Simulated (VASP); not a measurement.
# AgBr (Fm-3m) in VASP: further runs, part 2 of 3

VASP 6.6.1.

**3. Electric field gradients, LDA**

This run uses another cell than the first one, of 24.19 Å³/atom, 1.042 times its volume.

Input file INCAR:

```
ALGO = Normal ; EDIFF = 1E-8
ENCUT = 400 ; GGA = CA
GGA_COMPAT = F ; ISIF = 2
ISMEAR = -1 ; LASPH = T
LCHARG = F ; LEFG = T
LREAL = F ; LWAVE = F
NBANDS = 16 ; NELM = 120
PREC = Accurate ; SIGMA = 0.02
```

Input file KPOINTS:

```
k-points
0
Gamma
  7 7 7
```

Input file POSCAR:

```
AgBr
1.0
    0.0000000000      2.8921694793      2.8921694793
    2.8921694793      0.0000000000      2.8921694793
    2.8921694793      2.8921694793      0.0000000000
Ag Br
1 1
Direct
    0.0000000000      0.0000000000      0.0000000000
    0.5000000000      0.5000000000      0.5000000000
```

Potentials or basis: VASP PAW LDA potentials, release 64 (Ag, Br).

The run is started by

```sh
> cat potpaw_LDA.64/Ag/POTCAR potpaw_LDA.64/Br/POTCAR > POTCAR
> mpirun -np 1 vasp_std > vasp.out
```

OUTCAR:

```text
EDIFF = 1E-8
   ENCUT = 400
   GGA = CA
   ISIF = 2
   ISMEAR = -1
   LASPH = T
   LREAL = F
   NELM = 120
   PREC = Accurate

 ion  position               nearest neighbor table
   1  0.000  0.000  0.000-   2 2.89   2 2.89   2 2.89   2 2.89   2 2.89   2 2.89
   2  0.500  0.500  0.500-   1 2.89   1 2.89   1 2.89   1 2.89   1 2.89   1 2.89

  LATTYP: Found a face centered cubic cell.
 ALAT       =     5.7843389586

  Lattice vectors:

 A1 = (   0.0000000000,   2.8921694793,   2.8921694793)
 A2 = (   2.8921694793,   0.0000000000,   2.8921694793)
 A3 = (   2.8921694793,   2.8921694793,   0.0000000000)

Analysis of symmetry for initial positions (statically):
=====================================================================
 Subroutine PRICEL returns:
 Original cell was already a primitive cell.

 Routine SETGRP: Setting up the symmetry group for a
 face centered cubic supercell.

 Subroutine GETGRP returns: Found 48 space group operations
 (whereof 48 operations were pure point group operations)
 out of a pool of 48 trial point group operations.

The static configuration has the point symmetry O_h .

Analysis of symmetry for dynamics (positions and initial velocities):
=====================================================================
 Subroutine PRICEL returns:
 Original cell was already a primitive cell.

 Routine SETGRP: Setting up the symmetry group for a
 face centered cubic supercell.

 Subroutine GETGRP returns: Found 48 space group operations
 (whereof 48 operations were pure point group operations)
 out of a pool of 48 trial point group operations.

The dynamic configuration has the point symmetry O_h .

 Subroutine INISYM returns: Found 48 space group operations
 (whereof 48 operations are pure point group operations),
 and found     1 'primitive' translations

----------------------------------------------------------------------------------------

                                     Primitive cell

  volume of cell :      48.3839

  direct lattice vectors                    reciprocal lattice vectors
     0.000000000  2.892169479  2.892169479    -0.172880602  0.172880602  0.172880602
     2.892169479  0.000000000  2.892169479     0.172880602 -0.172880602  0.172880602
     2.892169479  2.892169479  0.000000000     0.172880602  0.172880602 -0.172880602

  length of vectors
     4.090145302  4.090145302  4.090145302     0.299437986  0.299437986  0.299437986

  position of ions in fractional coordinates (direct lattice)
     0.000000000  0.000000000  0.000000000
     0.500000000  0.500000000  0.500000000

  ion indices of the primitive-cell ions
   primitive index   ion index
                 1           1
                 2           2

----------------------------------------------------------------------------------------

 KPOINTS: k-points

Automatic generation of k-mesh.
[... 66 lines left out ...]
   NFREE  =      0    steps in history (QN), initial steepest desc. (CG)
   ISIF   =      2    stress and relaxation
   ISYM   =      2    0-nonsym 1-usesym 2-fastsym
   POTIM  = 0.5000    time-step for ionic-motion
   TEBEG  =    0.0;   TEEND  =   0.0 temperature during run
   PSTRESS=    0.0 pullay stress
   NELECT =      18.0000    total number of electrons
   NUPDOWN=      -1.0000    fix difference up-down
   EMIN   =  10.00;   EMAX   =-10.00  energy-range for DOS
   EFERMI =   0.00;   METHOD = LEGACY
   ISMEAR =    -1;   SIGMA  =   0.02  broadening in eV -4-tet -1-fermi 0-gaus
   EFERMI_NEDOS =   21; number of points for ismear=-14 and -15
   IALGO  =     38    algorithm
   IMIX   =      4    mixing-type and parameters
     AMIX     =   0.40;   BMIX     =  1.00
     AMIX_MAG =   1.60;   BMIX_MAG =  1.00
  volume/ion in A,a.u.               =      24.19       163.26
  Fermi-wavevector in a.u.,A,eV,Ry     =   1.177421  2.225004 18.862045  1.386321
  Thomas-Fermi vector in A             =   2.313768
   LORBIT       =      0    0 simple, 1 ext, 2 COOP (PROOUT), +10 PAW based schemes
   GGA     = CA    functional components
   LHFCALC =     F    Hartree Fock is set to
   AEXX    =    0.0000 exact exchange contribution
   IVDW    =     0    specifies the selected vdW correction
   LEPSILON=     F    determine dielectric tensor
   LRPA    =     F    only Hartree local field effects (RPA)
 non-spin polarized calculation
  energy-cutoff  :      400.00
  volume of cell :       48.38
 maximum number of plane-waves:       893
   NGX = 13   NGY = 13   NGZ = 13

 number of electron      17.9999992 magnetization

 Free energy of the ion-electron system (eV)
  ---------------------------------------------------
  ext. energy  EPLUGINS =         0.00000000
  ---------------------------------------------------
  free energy    TOTEN  =        -6.32843991 eV

  energy without entropy =       -6.32843982  energy(sigma->0) =       -6.32843986

 E-fermi :   3.4137     XC(G=0): -10.1622

 val. band max:        3.1385993672   @ k =   0.4286   0.0000   0.0000
 cond. band min:       3.6224132871   @ k =   0.0000   0.0000   0.0000
 fundamental gap:      0.4838139199
 Fermi energy:         3.4137374555

 k-point     1 :       0.0000    0.0000    0.0000
  band No.  band energies     occupation
      1     -11.7406      2.00000
      2       0.4395      2.00000
      3       0.4395      2.00000
      4       0.4410      2.00000
      5       0.4410      2.00000
      6       0.4410      2.00000
[... 357 lines left out ...]
      3      -0.7174      2.00000
      4      -0.6129      2.00000
      5       0.7022      2.00000
      6       0.7970      2.00000
[... 8 lines left out ...]
     15      15.8073      0.00000
     16      18.3266      0.00000

------------------------ aborting loop because EDIFF is reached ----------------------------------------

  FORCE on cell =-STRESS in cart. coord.  units (eV):
  Direction    XX          YY          ZZ          XY          YZ          ZX
  --------------------------------------------------------------------------------------
  -------------------------------------------------------------------------------------
  Total       -1.5683377     -1.5683377     -1.5683377      0.0000000     -0.0000000      0.0000000
  in kB      -51.9336640    -51.9336640    -51.9336640      0.0000000     -0.0000000      0.0000000
  external PRESSURE =     -51.9336640 kB  Pullay stress =       0.0000000 kB

 VOLUME and BASIS-vectors are now :
 -----------------------------------------------------------------------------
  energy-cutoff  :      400.00
  volume of cell :       48.38
      direct lattice vectors                 reciprocal lattice vectors
     0.000000000  2.892169479  2.892169479    -0.172880602  0.172880602  0.172880602
     2.892169479  0.000000000  2.892169479     0.172880602 -0.172880602  0.172880602
     2.892169479  2.892169479  0.000000000     0.172880602  0.172880602 -0.172880602

 POSITION                                       TOTAL-FORCE (eV/Angst)
 -----------------------------------------------------------------------------------
      0.00000      0.00000      0.00000         0.000000      0.000000      0.000000
      2.89217      2.89217      2.89217         0.000000     -0.000000     -0.000000
 -----------------------------------------------------------------------------------
    total drift:                                0.000000      0.000000      0.000000

  FREE ENERGIE OF THE ION-ELECTRON SYSTEM (eV)
  ---------------------------------------------------
  free  energy   TOTEN  =        -6.3284399087 eV

  energy  without entropy=       -6.3284398178  energy(sigma->0) =       -6.32843986

 Electric field gradients (V/A^2)
---------------------------------------------------------------------
 ion       V_xx      V_yy      V_zz      V_xy      V_xz      V_yz
---------------------------------------------------------------------
   1       0.000     0.000     0.000    -0.001    -0.001    -0.001
   2      -0.000     0.000    -0.000     0.000     0.000     0.000
---------------------------------------------------------------------

 Electric field gradients after diagonalization (V/A^2)
 (convention: |V_zz| > |V_xx| > |V_yy|)
----------------------------------------------------------------------
 ion       V_xx      V_yy      V_zz     asymmetry (V_yy - V_xx)/ V_zz
----------------------------------------------------------------------
   1       0.001     0.001    -0.002       0.000
   2      -0.000    -0.000     0.001       0.000
----------------------------------------------------------------------

           NMR quadrupolar parameters

 Cq : quadrupolar parameter    Cq=e*Q*V_zz/h
 eta: asymmetry parameters     (V_yy - V_xx)/ V_zz
 Q  : nuclear electric quadrupole moment in mb (millibarn)
----------------------------------------------------------------------
 ion       Cq(MHz)       eta       Q (mb)
----------------------------------------------------------------------
   1      -0.000       0.000       1.000
   2       0.000       0.000       1.000
----------------------------------------------------------------------
```

OSZICAR:

```text
N       E                     dE             d eps       ncg     rms          rms(c)
DAV:   1     0.803357358703E+02    0.80336E+02   -0.71138E+03   664   0.796E+02
DAV:   2    -0.367600060185E+01   -0.84012E+02   -0.77458E+02   792   0.189E+02
DAV:   3    -0.642952668059E+01   -0.27535E+01   -0.27481E+01   792   0.359E+01
DAV:   4    -0.644365270243E+01   -0.14126E-01   -0.14126E-01   776   0.282E+00
DAV:   5    -0.644379487253E+01   -0.14217E-03   -0.14217E-03   808   0.276E-01    0.578E+00
DAV:   6    -0.633618950339E+01    0.10761E+00   -0.20446E-01   808   0.629E+00    0.393E+00
DAV:   7    -0.633002225031E+01    0.61673E-02   -0.35522E-02   672   0.130E+00    0.157E+00
DAV:   8    -0.632853370317E+01    0.14885E-02   -0.26310E-03   808   0.481E-01    0.235E-01
DAV:   9    -0.632843780789E+01    0.95895E-04   -0.28316E-04   784   0.194E-01    0.444E-02
DAV:  10    -0.632843879031E+01   -0.98243E-06   -0.13827E-05   768   0.550E-02    0.177E-02
DAV:  11    -0.632844008846E+01   -0.12981E-05   -0.36386E-06   760   0.144E-02    0.430E-03
DAV:  12    -0.632843990403E+01    0.18443E-06   -0.36988E-07   776   0.510E-03    0.157E-03
DAV:  13    -0.632843990871E+01   -0.46768E-08   -0.63698E-08   720   0.172E-03
   1 F= -.63284399E+01 E0= -.63284399E+01  d E =-.909569E-07
```

Wall time 9.1 s (1 thread of AMD EPYC 7R13 (Zen 3), shared host); peak memory 0.11 GiB.

Results:

- Free energy: -6.3284 eV
- Pressure: -5.2 GPa
- Band gap on the k mesh: 0.48 eV, indirect (least direct gap 2.26 eV)

Caveat: without QUAD_EFG the Cq values of the log hold for a quadrupole moment of 1 mb, not for the nuclei. LDA gaps usually lie below the measured ones, often by a third to a half.

**4. Electric field gradients, PBEsol**

This run uses another cell than the first one, of 24.19 Å³/atom, 1.042 times its volume.

Input file INCAR:

```
SYSTEM = AgBr
PREC = Accurate
ENCUT = 400
EDIFF = 1E-8
ISMEAR = -1
SIGMA = 0.02
LREAL = .FALSE.
LASPH = .TRUE.
NELM = 120
ALGO = Normal
ISIF = 2
LWAVE = .FALSE.
LCHARG = .FALSE.
GGA = PS
LEFG = .TRUE.
NBANDS = 16
GGA_COMPAT = .FALSE.
```

Input file KPOINTS:

```
regular mesh
0
G
  7 7 7
  0 0 0
```

POSCAR is that of step 3.

Potentials or basis: VASP PAW PBE potentials, release 64 (Ag, Br).

The run is started by

```sh
> cat potpaw_PBE.64/Ag/POTCAR potpaw_PBE.64/Br/POTCAR > POTCAR
> mpirun -np 1 vasp_std > vasp.out
```

OUTCAR:

```text
SYSTEM = AgBr
   PREC = Accurate
   ENCUT = 400
   EDIFF = 1E-8
   ISMEAR = -1
   LREAL = .FALSE.
   LASPH = .TRUE.
   NELM = 120
   ISIF = 2
   GGA = PS

 ion  position               nearest neighbor table
   1  0.000  0.000  0.000-   2 2.89   2 2.89   2 2.89   2 2.89   2 2.89   2 2.89
   2  0.500  0.500  0.500-   1 2.89   1 2.89   1 2.89   1 2.89   1 2.89   1 2.89

  LATTYP: Found a face centered cubic cell.
 ALAT       =     5.7843389586

  Lattice vectors:

 A1 = (   0.0000000000,   2.8921694793,   2.8921694793)
 A2 = (   2.8921694793,   0.0000000000,   2.8921694793)
 A3 = (   2.8921694793,   2.8921694793,   0.0000000000)

Analysis of symmetry for initial positions (statically):
=====================================================================
 Subroutine PRICEL returns:
 Original cell was already a primitive cell.

 Routine SETGRP: Setting up the symmetry group for a
 face centered cubic supercell.

 Subroutine GETGRP returns: Found 48 space group operations
 (whereof 48 operations were pure point group operations)
 out of a pool of 48 trial point group operations.

The static configuration has the point symmetry O_h .

Analysis of symmetry for dynamics (positions and initial velocities):
=====================================================================
 Subroutine PRICEL returns:
 Original cell was already a primitive cell.

 Routine SETGRP: Setting up the symmetry group for a
 face centered cubic supercell.

 Subroutine GETGRP returns: Found 48 space group operations
 (whereof 48 operations were pure point group operations)
 out of a pool of 48 trial point group operations.

[... 152 lines left out ...]
      2       0.4955      2.00000
      3       0.4955      2.00000
      4       0.4968      2.00000
      5       0.4968      2.00000
      6       0.4968      2.00000
[... 357 lines left out ...]
      3      -0.7049      2.00000
      4      -0.5898      2.00000
      5       0.7555      2.00000
      6       0.8503      2.00000
[... 8 lines left out ...]
     15      15.8398      0.00000
     16      18.3469      0.00000

------------------------ aborting loop because EDIFF is reached ----------------------------------------

  FORCE on cell =-STRESS in cart. coord.  units (eV):
  Direction    XX          YY          ZZ          XY          YZ          ZX
  --------------------------------------------------------------------------------------
  -------------------------------------------------------------------------------------
  Total       -0.8416401     -0.8416401     -0.8416401      0.0000000      0.0000000      0.0000000
  in kB      -27.8699258    -27.8699258    -27.8699258      0.0000000      0.0000000      0.0000000
  external PRESSURE =     -27.8699258 kB  Pullay stress =       0.0000000 kB

 VOLUME and BASIS-vectors are now :
 -----------------------------------------------------------------------------
  energy-cutoff  :      400.00
  volume of cell :       48.38
      direct lattice vectors                 reciprocal lattice vectors
     0.000000000  2.892169479  2.892169479    -0.172880602  0.172880602  0.172880602
     2.892169479  0.000000000  2.892169479     0.172880602 -0.172880602  0.172880602
     2.892169479  2.892169479  0.000000000     0.172880602  0.172880602 -0.172880602

 POSITION                                       TOTAL-FORCE (eV/Angst)
 -----------------------------------------------------------------------------------
      0.00000      0.00000      0.00000         0.000000      0.000000      0.000000
      2.89217      2.89217      2.89217        -0.000000     -0.000000     -0.000000
 -----------------------------------------------------------------------------------
    total drift:                                0.000000      0.000000      0.000000

  FREE ENERGIE OF THE ION-ELECTRON SYSTEM (eV)
  ---------------------------------------------------
  free  energy   TOTEN  =        -5.6741085446 eV

  energy  without entropy=       -5.6741085347  energy(sigma->0) =       -5.67410854

 Electric field gradients (V/A^2)
---------------------------------------------------------------------
 ion       V_xx      V_yy      V_zz      V_xy      V_xz      V_yz
---------------------------------------------------------------------
   1       0.000    -0.000    -0.000    -0.001    -0.001    -0.001
   2      -0.000     0.000    -0.000     0.000     0.000     0.000
---------------------------------------------------------------------

 Electric field gradients after diagonalization (V/A^2)
 (convention: |V_zz| > |V_xx| > |V_yy|)
----------------------------------------------------------------------
 ion       V_xx      V_yy      V_zz     asymmetry (V_yy - V_xx)/ V_zz
----------------------------------------------------------------------
   1       0.001     0.001    -0.002       0.000
   2      -0.000    -0.000     0.001       0.000
----------------------------------------------------------------------

           NMR quadrupolar parameters

 Cq : quadrupolar parameter    Cq=e*Q*V_zz/h
 eta: asymmetry parameters     (V_yy - V_xx)/ V_zz
 Q  : nuclear electric quadrupole moment in mb (millibarn)
----------------------------------------------------------------------
 ion       Cq(MHz)       eta       Q (mb)
----------------------------------------------------------------------
   1      -0.000       0.000       1.000
   2       0.000       0.000       1.000
----------------------------------------------------------------------
```

Wall time 11 s (1 thread of AMD EPYC 7R13 (Zen 3), shared host); peak memory 0.12 GiB.

Results:

* Free energy: -5.6741 eV
* Pressure: -2.8 GPa
* Band gap on the k mesh: 0.58 eV, indirect (least direct gap 2.38 eV)

Caveat: without QUAD_EFG the Cq values of the log hold for a quadrupole moment of 1 mb, not for the nuclei; the PAW data sets were made with another functional, which shifts forces and pressure a little. A k mesh can miss the band edges.

(Continued in part 3 of 3.)
